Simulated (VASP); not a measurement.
# Fe (Im-3m) in VASP: single point with PBE

Aim: the single point of Fe with PBE.

Everything below comes from runs of VASP 6.6.1. Logs are shortened: lines on timing, memory, paths and dates and some standing lists are left out, and cuts for length are marked.

### 1 The cell of the first run

Symmetry: Im-3m, No. 229, cubic system. Conventional cell: a = 2.870 Å, b = 2.870 Å, c = 2.870 Å, α = 90.00°, β = 90.00°, γ = 90.00°. Within 3.3 Å of Fe (site symmetry m-3m) lie 14 Fe at 2.49 to 2.87 Å.

### 2 Single point, PBE, collinear spin, antiferromagnetic start

The input, INCAR:

```
SYSTEM = Fe
PREC = Accurate
ENCUT = 690
EDIFF = 1E-6
ISMEAR = 0
SIGMA = 0.05
LREAL = .FALSE.
LASPH = .TRUE.
NELM = 200
ALGO = Normal
ISIF = 2
LWAVE = .FALSE.
LCHARG = .TRUE.
ISPIN = 2
MAGMOM = 2.5 -2.5
LORBIT = 11
LMAXMIX = 4
GGA = PE
LELF = .TRUE.
LVHAR = .TRUE.
NBANDS = 27
GGA_COMPAT = .FALSE.
```

The input, KPOINTS:

```
Automatic mesh
0
G
  16 16 8
  0 0 0
```

The input, POSCAR:

```
Fe
1.0
   -1.4350019627      1.4350019627      1.4350019627
    1.4350019627     -1.4350019627      1.4350019627
    2.8700039254      2.8700039254     -2.8700039254
Fe
2
Direct
    0.0000000000      0.0000000000      0.0000000000
    0.0000000000      0.0000000000      0.5000000000
```

Potentials or basis: VASP PAW PBE potentials, release 64 (Fe_sv).

Command:

```sh
$ cat potpaw_PBE.64/Fe_sv/POTCAR > POTCAR
$ mpirun -np 1 vasp_std > vasp.out
```

OUTCAR:

```text
SYSTEM = Fe
   PREC = Accurate
   ENCUT = 690
   EDIFF = 1E-6
   ISMEAR = 0
   LREAL = .FALSE.
   LASPH = .TRUE.
   NELM = 200
   ISIF = 2
   ISPIN = 2
   LORBIT = 11
   GGA = PE

 ion  position               nearest neighbor table
   1  0.000  0.000  0.000-   2 2.49   2 2.49   2 2.49   2 2.49
   2  0.000  0.000  0.500-   1 2.49   1 2.49   1 2.49   1 2.49

  LATTYP: Found a base centered orthorhombic cell.
 ALAT       =     2.8700039254
 B/A-ratio  =     1.4142135624
 C/A-ratio  =     1.4142135624

  Lattice vectors:

 A1 = (  -1.4350019627,   1.4350019627,   1.4350019627)
 A2 = (   1.4350019627,  -1.4350019627,   1.4350019627)
 A3 = (   2.8700039254,   2.8700039254,  -0.0000000000)

Analysis of symmetry for initial positions (statically):
=====================================================================
 Subroutine PRICEL returns following result:

  LATTYP: Found a body centered cubic cell.
 ALAT       =     2.8700039254

  Lattice vectors:

 A1 = (  -1.4350019627,   1.4350019627,   1.4350019627)
 A2 = (   1.4350019627,  -1.4350019627,   1.4350019627)
 A3 = (   1.4350019627,   1.4350019627,  -1.4350019627)

   2 primitive cells build up your supercell.

 Routine SETGRP: Setting up the symmetry group for a
 base centered orthorhombic supercell.

 Subroutine GETGRP returns: Found  8 space group operations
 (whereof  8 operations were pure point group operations)
 out of a pool of  8 trial point group operations.

The static configuration has the point symmetry D_2h.

Analysis of symmetry for dynamics (positions and initial velocities):
=====================================================================
 Subroutine PRICEL returns following result:

  LATTYP: Found a body centered cubic cell.
 ALAT       =     2.8700039254

  Lattice vectors:

 A1 = (  -1.4350019627,   1.4350019627,   1.4350019627)
 A2 = (   1.4350019627,  -1.4350019627,   1.4350019627)
 A3 = (   1.4350019627,   1.4350019627,  -1.4350019627)

   2 primitive cells build up your supercell.

 Routine SETGRP: Setting up the symmetry group for a
 base centered orthorhombic supercell.

 Subroutine GETGRP returns: Found  8 space group operations
 (whereof  8 operations were pure point group operations)
 out of a pool of  8 trial point group operations.

The dynamic configuration has the point symmetry D_2h.

Analysis of structural, dynamic, and magnetic symmetry:
=====================================================================
 Subroutine PRICEL returns following result:

  LATTYP: Found a body centered cubic cell.
 ALAT       =     2.8700039254

  Lattice vectors:

 A1 = (  -1.4350019627,   1.4350019627,   1.4350019627)
 A2 = (   1.4350019627,  -1.4350019627,   1.4350019627)
 A3 = (   1.4350019627,   1.4350019627,  -1.4350019627)

   2 primitive cells build up your supercell.

 Routine SETGRP: Setting up the symmetry group for a
 base centered orthorhombic supercell.

 Subroutine GETGRP returns: Found  8 space group operations
 (whereof  8 operations were pure point group operations)
 out of a pool of  8 trial point group operations.

The overall configuration has the point symmetry D_2h.

 Subroutine INISYM returns: Found  8 space group operations
 (whereof  8 operations are pure point group operations),
 and found     2 'primitive' translations

----------------------------------------------------------------------------------------

                                     Primitive cell

  volume of cell :      11.8200

  direct lattice vectors                    reciprocal lattice vectors
    -1.435001963  1.435001963  1.435001963     0.000000000  0.348431579  0.348431579
     1.435001963 -1.435001963  1.435001963     0.348431579  0.000000000  0.348431579
     1.435001963  1.435001963 -1.435001963     0.348431579  0.348431579  0.000000000

  length of vectors
     2.485496308  2.485496308  2.485496308     0.492756665  0.492756665  0.492756665

  position of ions in fractional coordinates (direct lattice)
     0.000000000  0.000000000  0.000000000

  ion indices of the primitive-cell ions
   primitive index   ion index
                 1           1

----------------------------------------------------------------------------------------

 KPOINTS: Automatic mesh

Automatic generation of k-mesh.
 Grid dimensions read from file:
 generate k-points for:   16   16    8

 Generating k-lattice:

  Cartesian coordinates                     Fractional coordinates (reciprocal lattice)
     0.000000000  0.021776974  0.021776974     0.062500000  0.000000000  0.000000000
     0.021776974  0.000000000  0.021776974     0.000000000  0.062500000  0.000000000
     0.021776974  0.021776974  0.000000000     0.000000000  0.000000000  0.125000000

  Length of vectors
     0.030797292  0.030797292  0.030797292

  Shift w.r.t. Gamma in fractional coordinates (k-lattice)
     0.000000000  0.000000000  0.000000000

 Subroutine IBZKPT returns following result:
 ===========================================

 Found    333 irreducible k-points:

 Following reciprocal coordinates:
            Coordinates               Weight
  0.000000  0.000000  0.000000      1.000000
  0.062500  0.000000  0.000000      8.000000
  0.125000  0.000000  0.000000      8.000000
  0.187500  0.000000  0.000000      8.000000
  0.250000  0.000000  0.000000      8.000000
  0.312500  0.000000  0.000000      8.000000
[... 16 lines left out ...]
 -0.125000  0.062500  0.000000      8.000000
 -0.062500  0.062500  0.000000      2.000000
 [... further k-points ...]
   k-points           NKPTS =    333   k-points in BZ     NKDIM =    333   number of bands    NBANDS=     27
   number of dos      NEDOS =    301   number of ions     NIONS =      2
   total plane-waves  NPLWV =  27648
   dimension x,y,z NGX =    24 NGY =   24 NGZ =   48
   dimension x,y,z NGXF=    48 NGYF=   48 NGZF=   96
   ions per type =               2
   NGX,Y,Z   is equivalent  to a cutoff of  16.05, 16.05, 16.05 a.u.
   NGXF,Y,Z  is equivalent  to a cutoff of  32.11, 32.11, 32.11 a.u.
 SYSTEM =  Fe
   PREC   = accura    normal or accurate (medium, high low for compatibility)
   ISTART =      0    job   : 0-new  1-cont  2-samecut
   ICHARG =      2    charge: 1-file 2-atom 10-const
   ISPIN  =      2    spin polarized calculation?
   LNONCOLLINEAR =      F non collinear calculations
   LSORBIT =      F    spin-orbit coupling
   LASPH  =      T    aspherical Exc in radial PAW
   ENCUT  =  690.0 eV  50.71 Ry    7.12 a.u.   5.32  5.32 10.65*2*pi/ulx,y,z
   NELM   =    200;   NELMIN=  2; NELMDL= -5     # of ELM steps
   EDIFF  = 0.1E-05   stopping-criterion for ELM
   LREAL  =      F    real-space projection
[... 7 lines left out ...]
   TEBEG  =    0.0;   TEEND  =   0.0 temperature during run
   PSTRESS=    0.0 pullay stress
   NELECT =      32.0000    total number of electrons
   NUPDOWN=      -1.0000    fix difference up-down
   EMIN   =  10.00;   EMAX   =-10.00  energy-range for DOS
   EFERMI =   0.00;   METHOD = LEGACY
   ISMEAR =     0;   SIGMA  =   0.05  broadening in eV -4-tet -1-fermi 0-gaus
   EFERMI_NEDOS =   21; number of points for ismear=-14 and -15
   IALGO  =     38    algorithm
   IMIX   =      4    mixing-type and parameters
     AMIX     =   0.40;   BMIX     =  1.00
     AMIX_MAG =   1.60;   BMIX_MAG =  1.00
  volume/ion in A,a.u.               =      11.82        79.77
  Fermi-wavevector in a.u.,A,eV,Ry     =   1.810961  3.422219 44.621371  3.279578
  Thomas-Fermi vector in A             =   2.869514
   LORBIT       =     11    0 simple, 1 ext, 2 COOP (PROOUT), +10 PAW based schemes
   GGA     = PE    functional components
   LHFCALC =     F    Hartree Fock is set to
   AEXX    =    0.0000 exact exchange contribution
   IVDW    =     0    specifies the selected vdW correction
   LEPSILON=     F    determine dielectric tensor
   LRPA    =     F    only Hartree local field effects (RPA)
 spin polarized calculation
 Gauss-broadening in eV      SIGMA  =   0.05
  energy-cutoff  :      690.00
  volume of cell :       23.64
 maximum number of plane-waves:       992
 NGX is ok and might be reduce to    24
   NGX = 11   NGY = 11   NGZ = 21

 number of electron      31.9999985 magnetization       0.0000000

 number of electron      31.9999985 magnetization      -0.0000000

 Free energy of the ion-electron system (eV)
  ---------------------------------------------------
  ext. energy  EPLUGINS =         0.00000000
  ---------------------------------------------------
  free energy    TOTEN  =       -16.25890866 eV

  energy without entropy =      -16.25417472  energy(sigma->0) =      -16.25654169

 E-fermi :  11.7897     XC(G=0): -13.4893

 val. band max:       11.7884958029   @ k =   0.3750   0.3750   0.1250
 cond. band min:      11.7897434452   @ k =   0.5000   0.1875   0.0000
 fundamental gap:      0.0012476423
 Fermi energy:        11.7897044531

 spin component 1

 k-point     1 :       0.0000    0.0000    0.0000
  band No.  band energies     occupation
      1     -76.5318      1.00000
      2     -74.1820      1.00000
      3     -42.6892      1.00000
      4     -42.3876      1.00000
      5     -42.3277      1.00000
      6     -40.3411      1.00000
[... 19 lines left out ...]
     26      35.4474      0.00000
     27      35.4822      0.00000
[... 661 lines left out ...]
 k-point    24 :      -0.0625    0.0625    0.0000
  band No.  band energies     occupation
      1     -76.5296      1.00000
      2     -74.1797      1.00000
      3     -42.6871      1.00000
      4     -42.3928      1.00000
      5     -42.3400      1.00000
      6     -40.3396      1.00000
[... 19 lines left out ...]
     26      35.3695      0.00000
     27      35.6125      0.00000

 [... further k-points ...]

 spin component 2

 k-point     1 :       0.0000    0.0000    0.0000
  band No.  band energies     occupation
      1     -76.5318      1.00000
      2     -74.1820      1.00000
      3     -42.6892      1.00000
      4     -42.3876      1.00000
      5     -42.3277      1.00000
      6     -40.3411      1.00000
[... 19 lines left out ...]
     26      35.4474      0.00000
     27      35.4822      0.00000
[... 661 lines left out ...]
 k-point    24 :      -0.0625    0.0625    0.0000
  band No.  band energies     occupation
      1     -76.5296      1.00000
      2     -74.1797      1.00000
      3     -42.6871      1.00000
      4     -42.3928      1.00000
      5     -42.3400      1.00000
      6     -40.3396      1.00000
[... 19 lines left out ...]
     26      35.3695      0.00000
     27      35.6125      0.00000

 [... further k-points ...]
[... 5 lines left out ...]
  --------------------------------------------------------------------------------------
  -------------------------------------------------------------------------------------
  Total       -1.8826560     -1.8826560     -0.6201272      0.9422504      0.0000000      0.0000000
  in kB     -127.5951242   -127.5951242    -42.0284989     63.8600801      0.0000000      0.0000000
  external PRESSURE =     -99.0729158 kB  Pullay stress =       0.0000000 kB

 VOLUME and BASIS-vectors are now :
 -----------------------------------------------------------------------------
  energy-cutoff  :      690.00
  volume of cell :       23.64
      direct lattice vectors                 reciprocal lattice vectors
    -1.435001963  1.435001963  1.435001963     0.000000000  0.348431579  0.348431579
     1.435001963 -1.435001963  1.435001963     0.348431579  0.000000000  0.348431579
     2.870003925  2.870003925 -2.870003925     0.174215790  0.174215790  0.000000000

 POSITION                                       TOTAL-FORCE (eV/Angst)
 -----------------------------------------------------------------------------------
      0.00000      0.00000      0.00000         0.000000      0.000000     -0.000000
      1.43500      1.43500     -1.43500        -0.000000     -0.000000      0.000000
 -----------------------------------------------------------------------------------
    total drift:                                0.000000      0.000000     -0.000000

  FREE ENERGIE OF THE ION-ELECTRON SYSTEM (eV)
  ---------------------------------------------------
  free  energy   TOTEN  =       -16.2589086597 eV

  energy  without entropy=      -16.2541747240  energy(sigma->0) =      -16.25654169

 total charge

# of ion       s       p       d       tot
------------------------------------------
    1        2.184   6.036   5.491  13.710
    2        2.184   6.036   5.491  13.710
--------------------------------------------------
tot          4.367  12.072  10.981  27.420

 magnetization (x)

# of ion       s       p       d       tot
------------------------------------------
    1        0.010   0.011   1.954   1.975
    2       -0.010  -0.011  -1.954  -1.975
--------------------------------------------------
tot          0.000   0.000  -0.000  -0.000
```

It took 3.7 min on 1 thread of Intel Xeon 6975P-C (Granite Rapids), shared host; peak memory 0.51 GiB.

What came out:

```
Free energy                                           : -16.2589 eV
Pressure                                              : -9.9 GPa
Band gap on the k mesh                                : zero (filled and empty bands overlap)
Net moment                                            : 0.00 μB per cell
Site moments                                          : Fe +1.98, -1.98 μB
Valence electrons inside the program's atomic spheres : Fe 13.71
```

Stress tensor (GPa, compression positive):
```
-12.76   6.39   0.00
  6.39 -12.76   0.00
  0.00   0.00  -4.20
```

Levels at points of the mesh, in eV from the Fermi level:
Spin up:
```csv
k point,band 14,band 15,band 16,band 17,band 18,band 19
"(0.00, 0.00, 0.00)",-1.40,-1.28,-0.99,0.13,1.09,1.30
"(0.50, 0.00, 0.00)",-1.07,0.12,0.20,0.50,1.13,1.14
"(0.50, 0.50, 0.00)",0.08,0.16,0.31,0.92,0.95,1.80
"(0.00, 0.00, 0.50)",-1.50,-1.46,-1.42,-1.19,0.49,0.94
"(0.50, 0.00, 0.50)",-1.67,-1.52,-0.97,0.88,1.47,1.99
"(0.50, 0.50, 0.50)",-1.61,-0.47,0.09,0.13,1.78,4.81
```
Spin down:
```tsv
k point	band 13	band 14	band 15	band 16	band 17	band 18	band 19	band 20
(0.00, 0.00, 0.00)	-1.88	-1.40	-1.28	-0.99	0.13	1.09	1.30	1.32
(0.50, 0.00, 0.00)	-1.14	-1.07	0.12	0.20	0.50	1.13	1.14	1.65
(0.50, 0.50, 0.00)	-0.21	0.08	0.16	0.31	0.92	0.95	1.80	7.32
(0.00, 0.00, 0.50)	-1.53	-1.50	-1.46	-1.42	-1.19	0.49	0.94	1.26
(0.50, 0.00, 0.50)	-1.99	-1.67	-1.52	-0.97	0.88	1.47	1.99	3.19
(0.50, 0.50, 0.50)	-2.25	-1.61	-0.47	0.09	0.13	1.78	4.81	5.32
```

Caveat: the stress differs along the axes, from -13 to -4 GPa; the antiferromagnetic order is the one typed at the start, and another may lie lower.
